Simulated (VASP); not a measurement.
# SnO (rock salt type) (Fm-3m) in VASP: notebook

The runs below take SnO (rock salt type) through single point, with PBE.

Program: VASP 6.6.1. These are calculated values, not measurements. Logs are shortened: lines on timing, memory, paths and dates and some standing lists are left out, and cuts for length are marked.

## Step 1: The cell of the first run

It takes space group Fm-3m (No. 225, cubic). Conventional cell: a = 5.152 Å, b = 5.152 Å, c = 5.152 Å, α = 90.00°, β = 90.00°, γ = 90.00°. Sn (site symmetry m-3m) has 6 O at 2.58 Å within 3.4 Å. O (site symmetry m-3m) has 6 Sn at 2.58 Å within 3.4 Å.

## Step 2: Single point, PBE

INCAR reads:

```
SYSTEM = SnO
ALGO     = Normal         ! electronic algorithm
EDIFF    = 1E-7           ! SCF threshold, eV
ENCUT    = 520            ! plane-wave cutoff, eV
GGA      = PE             ! functional
ISIF     = 2              ! what is computed and relaxed
ISMEAR   = -1             ! smearing method
LASPH    = .True.         ! aspherical terms in the spheres
LCHARG   = .False.        ! write CHGCAR
LREAL    = .False.        ! projectors in reciprocal space
LWAVE    = .False.        ! write WAVECAR
NBANDS   = 17             ! bands
NELM     = 80             ! most SCF steps
PREC     = Accurate       ! precision mode
SIGMA    = 0.06122561905347299 ! smearing width, eV
```

KPOINTS reads:

```
k-points
0
Gamma
  19 19 19
  0 0 0
```

POSCAR reads:

```
SnO
1.0
    0.0000000000      2.5761223514      2.5761223514
    2.5761223514      0.0000000000      2.5761223514
    2.5761223514      2.5761223514      0.0000000000
Sn O
1 1
Direct
    0.0000000000      0.0000000000      0.0000000000
    0.5000000000      0.5000000000      0.5000000000
```

Potentials or basis: VASP PAW PBE potentials, release 64 (Sn_d, O).

The run is started by

```console
> cat potpaw_PBE.64/Sn_d/POTCAR potpaw_PBE.64/O/POTCAR > POTCAR
> mpirun -np 1 vasp_std > vasp.out
```

OUTCAR:

```text
SYSTEM = SnO
   EDIFF = 1E-7
   ENCUT = 520
   GGA = PE
   ISIF = 2
   ISMEAR = -1
   LASPH = .True.
   LREAL = .False.
   NELM = 80
   PREC = Accurate

 ion  position               nearest neighbor table
   1  0.000  0.000  0.000-   2 2.58   2 2.58   2 2.58   2 2.58   2 2.58   2 2.58
   2  0.500  0.500  0.500-   1 2.58   1 2.58   1 2.58   1 2.58   1 2.58   1 2.58

  LATTYP: Found a face centered cubic cell.
 ALAT       =     5.1522447028

  Lattice vectors:

 A1 = (   0.0000000000,   2.5761223514,   2.5761223514)
 A2 = (   2.5761223514,   0.0000000000,   2.5761223514)
 A3 = (   2.5761223514,   2.5761223514,   0.0000000000)

Analysis of symmetry for initial positions (statically):
=====================================================================
 Subroutine PRICEL returns:
 Original cell was already a primitive cell.

 Routine SETGRP: Setting up the symmetry group for a
 face centered cubic supercell.

 Subroutine GETGRP returns: Found 48 space group operations
 (whereof 48 operations were pure point group operations)
 out of a pool of 48 trial point group operations.

The static configuration has the point symmetry O_h .

Analysis of symmetry for dynamics (positions and initial velocities):
=====================================================================
 Subroutine PRICEL returns:
 Original cell was already a primitive cell.

 Routine SETGRP: Setting up the symmetry group for a
 face centered cubic supercell.

 Subroutine GETGRP returns: Found 48 space group operations
 (whereof 48 operations were pure point group operations)
 out of a pool of 48 trial point group operations.

The dynamic configuration has the point symmetry O_h .

 Subroutine INISYM returns: Found 48 space group operations
 (whereof 48 operations are pure point group operations),
 and found     1 'primitive' translations

----------------------------------------------------------------------------------------

                                     Primitive cell

  volume of cell :      34.1924

  direct lattice vectors                    reciprocal lattice vectors
     0.000000000  2.576122351  2.576122351    -0.194090160  0.194090160  0.194090160
     2.576122351  0.000000000  2.576122351     0.194090160 -0.194090160  0.194090160
     2.576122351  2.576122351  0.000000000     0.194090160  0.194090160 -0.194090160

  length of vectors
     3.643187168  3.643187168  3.643187168     0.336174019  0.336174019  0.336174019

  position of ions in fractional coordinates (direct lattice)
     0.000000000  0.000000000  0.000000000
     0.500000000  0.500000000  0.500000000

  ion indices of the primitive-cell ions
   primitive index   ion index
                 1           1
                 2           2

----------------------------------------------------------------------------------------

 KPOINTS: k-points

Automatic generation of k-mesh.
 Grid dimensions read from file:
 generate k-points for:   19   19   19

 Generating k-lattice:

  Cartesian coordinates                     Fractional coordinates (reciprocal lattice)
    -0.010215272  0.010215272  0.010215272     0.052631579  0.000000000  0.000000000
     0.010215272 -0.010215272  0.010215272     0.000000000  0.052631579  0.000000000
     0.010215272  0.010215272 -0.010215272     0.000000000  0.000000000  0.052631579

  Length of vectors
     0.017693369  0.017693369  0.017693369

  Shift w.r.t. Gamma in fractional coordinates (k-lattice)
     0.000000000  0.000000000  0.000000000

 Subroutine IBZKPT returns following result:
 ===========================================

 Found    220 irreducible k-points:

 Following reciprocal coordinates:
            Coordinates               Weight
  0.000000  0.000000  0.000000      1.000000
  0.052632  0.000000  0.000000      8.000000
  0.105263  0.000000  0.000000      8.000000
  0.157895  0.000000  0.000000      8.000000
  0.210526  0.000000  0.000000      8.000000
  0.263158  0.000000  0.000000      8.000000
[... 16 lines left out ...]
 -0.315789  0.052632  0.000000     24.000000
 -0.263158  0.052632  0.000000     24.000000
 [... further k-points ...]
   k-points           NKPTS =    220   k-points in BZ     NKDIM =    220   number of bands    NBANDS=     17
   number of dos      NEDOS =    301   number of ions     NIONS =      2
   total plane-waves  NPLWV =  21952
   dimension x,y,z NGX =    28 NGY =   28 NGZ =   28
   dimension x,y,z NGXF=    56 NGYF=   56 NGZF=   56
   ions per type =               1   1
   NGX,Y,Z   is equivalent  to a cutoff of  12.78, 12.78, 12.78 a.u.
   NGXF,Y,Z  is equivalent  to a cutoff of  25.55, 25.55, 25.55 a.u.
 SYSTEM =  SnO
   PREC   = accura    normal or accurate (medium, high low for compatibility)
   ISTART =      0    job   : 0-new  1-cont  2-samecut
   ICHARG =      2    charge: 1-file 2-atom 10-const
   ISPIN  =      1    spin polarized calculation?
   LNONCOLLINEAR =      F non collinear calculations
   LSORBIT =      F    spin-orbit coupling
   LASPH  =      T    aspherical Exc in radial PAW
   ENCUT  =  520.0 eV  38.22 Ry    6.18 a.u.   6.77  6.77  6.77*2*pi/ulx,y,z
   NELM   =     80;   NELMIN=  2; NELMDL= -5     # of ELM steps
   EDIFF  = 0.1E-06   stopping-criterion for ELM
   LREAL  =      F    real-space projection
   EDIFFG = 0.1E-05   stopping-criterion for IOM
   NSW    =      0    number of steps for IOM
   IBRION =     -1    ionic relax: 0-MD 1-quasi-New 2-CG
   NFREE  =      0    steps in history (QN), initial steepest desc. (CG)
   ISIF   =      2    stress and relaxation
   ISYM   =      2    0-nonsym 1-usesym 2-fastsym
   POTIM  = 0.5000    time-step for ionic-motion
   TEBEG  =    0.0;   TEEND  =   0.0 temperature during run
   PSTRESS=    0.0 pullay stress
   NELECT =      20.0000    total number of electrons
   NUPDOWN=      -1.0000    fix difference up-down
   EMIN   =  10.00;   EMAX   =-10.00  energy-range for DOS
   EFERMI =   0.00;   METHOD = LEGACY
   ISMEAR =    -1;   SIGMA  =   0.06  broadening in eV -4-tet -1-fermi 0-gaus
   EFERMI_NEDOS =   21; number of points for ismear=-14 and -15
   IALGO  =     38    algorithm
   IMIX   =      4    mixing-type and parameters
     AMIX     =   0.40;   BMIX     =  1.00
     AMIX_MAG =   1.60;   BMIX_MAG =  1.00
  volume/ion in A,a.u.               =      17.10       115.37
  Fermi-wavevector in a.u.,A,eV,Ry     =   1.369121  2.587263 25.503998  1.874491
  Thomas-Fermi vector in A             =   2.495024
   LORBIT       =      0    0 simple, 1 ext, 2 COOP (PROOUT), +10 PAW based schemes
   GGA     = PE    functional components
   LHFCALC =     F    Hartree Fock is set to
   AEXX    =    0.0000 exact exchange contribution
   IVDW    =     0    specifies the selected vdW correction
   LEPSILON=     F    determine dielectric tensor
   LRPA    =     F    only Hartree local field effects (RPA)
 non-spin polarized calculation
  energy-cutoff  :      520.00
  volume of cell :       34.19
 maximum number of plane-waves:       941
   NGX = 13   NGY = 13   NGZ = 13

 number of electron      19.9999996 magnetization

 Free energy of the ion-electron system (eV)
  ---------------------------------------------------
  ext. energy  EPLUGINS =         0.00000000
  ---------------------------------------------------
  free energy    TOTEN  =       -10.47247801 eV

  energy without entropy =      -10.47135490  energy(sigma->0) =      -10.47191645

 E-fermi :   7.3511     XC(G=0): -10.6050

 val. band max:        7.2474913289   @ k =  -0.4211   0.1579   0.0526
 cond. band min:       7.4558203818   @ k =  -0.4211   0.1579   0.0526
 fundamental gap:      0.2083290529
 Fermi energy:         7.3511107671

 k-point     1 :       0.0000    0.0000    0.0000
  band No.  band energies     occupation
      1     -14.2703      2.00000
      2     -14.2703      2.00000
      3     -14.2703      2.00000
      4     -14.2080      2.00000
      5     -14.2080      2.00000
      6     -11.0929      2.00000
[... 9 lines left out ...]
     16      17.2242      0.00000
     17      17.6155      0.00000

 k-point     2 :       0.0526    0.0000    0.0000
  band No.  band energies     occupation
      1     -14.2701      2.00000
      2     -14.2691      2.00000
      3     -14.2691      2.00000
      4     -14.2084      2.00000
      5     -14.2084      2.00000
      6     -11.0789      2.00000
[... 9 lines left out ...]
     16      17.3455      0.00000
     17      18.5041      0.00000

 k-point     3 :       0.1053    0.0000    0.0000
  band No.  band energies     occupation
      1     -14.2696      2.00000
      2     -14.2660      2.00000
      3     -14.2660      2.00000
      4     -14.2092      2.00000
      5     -14.2092      2.00000
      6     -11.0380      2.00000
[... 9 lines left out ...]
     16      17.6505      0.00000
     17      19.7286      0.00000

 k-point     4 :       0.1579    0.0000    0.0000
  band No.  band energies     occupation
      1     -14.2690      2.00000
      2     -14.2620      2.00000
      3     -14.2620      2.00000
      4     -14.2098      2.00000
      5     -14.2098      2.00000
      6     -10.9740      2.00000
[... 9 lines left out ...]
     16      18.0571      0.00000
     17      20.9058      0.00000
[... 343 lines left out ...]
      1     -14.2658      2.00000
      2     -14.2608      2.00000
      3     -14.2586      2.00000
      4     -14.1968      2.00000
      5     -14.1928      2.00000
      6     -10.5929      2.00000
[... 9 lines left out ...]
     16      20.3422      0.00000
     17      22.2770      0.00000

 k-point    23 :      -0.3158    0.0526    0.0000
  band No.  band energies     occupation
      1     -14.2665      2.00000
      2     -14.2583      2.00000
      3     -14.2569      2.00000
      4     -14.2036      2.00000
      5     -14.1967      2.00000
      6     -10.6685      2.00000
[... 9 lines left out ...]
     16      20.0463      0.00000
     17      22.4761      0.00000

 k-point    24 :      -0.2632    0.0526    0.0000
  band No.  band energies     occupation
      1     -14.2674      2.00000
      2     -14.2564      2.00000
      3     -14.2559      2.00000
      4     -14.2098      2.00000
      5     -14.2012      2.00000
      6     -10.7577      2.00000
[... 9 lines left out ...]
     16      19.6192      0.00000
     17      22.5723      0.00000

 [... further k-points ...]

------------------------ aborting loop because EDIFF is reached ----------------------------------------

  FORCE on cell =-STRESS in cart. coord.  units (eV):
  Direction    XX          YY          ZZ          XY          YZ          ZX
  --------------------------------------------------------------------------------------
  -------------------------------------------------------------------------------------
  Total       -0.3677160     -0.3677160     -0.3677160      0.0000000      0.0000000      0.0000000
  in kB      -17.2303342    -17.2303342    -17.2303342      0.0000000      0.0000000      0.0000000
  external PRESSURE =     -17.2303342 kB  Pullay stress =       0.0000000 kB

 VOLUME and BASIS-vectors are now :
 -----------------------------------------------------------------------------
  energy-cutoff  :      520.00
  volume of cell :       34.19
      direct lattice vectors                 reciprocal lattice vectors
     0.000000000  2.576122351  2.576122351    -0.194090160  0.194090160  0.194090160
     2.576122351  0.000000000  2.576122351     0.194090160 -0.194090160  0.194090160
     2.576122351  2.576122351  0.000000000     0.194090160  0.194090160 -0.194090160

 POSITION                                       TOTAL-FORCE (eV/Angst)
 -----------------------------------------------------------------------------------
      0.00000      0.00000      0.00000        -0.000000     -0.000000      0.000000
      2.57612      2.57612      2.57612         0.000000      0.000000     -0.000000
 -----------------------------------------------------------------------------------
    total drift:                                0.000000      0.000000      0.000000

  FREE ENERGIE OF THE ION-ELECTRON SYSTEM (eV)
  ---------------------------------------------------
  free  energy   TOTEN  =       -10.4724780083 eV

  energy  without entropy=      -10.4713548979  energy(sigma->0) =      -10.47191645
```

Wall time 72 s (1 thread of Intel Xeon Platinum 8488C (Sapphire Rapids), shared host); peak memory 0.25 GiB.

What came out:

| Property | Result |
| --- | --- |
| Free energy | -10.4725 eV |
| Pressure | -1.7 GPa |
| Band gap on the k mesh | 0.21 eV |

Caveat: semilocal functionals underestimate gaps, and a narrow one can read as zero; spin-orbit coupling is left out, which moves the levels of the heavy elements; an odd mesh through Γ misses points on the zone boundary, where band edges can lie.

[end of part 1 of 2]
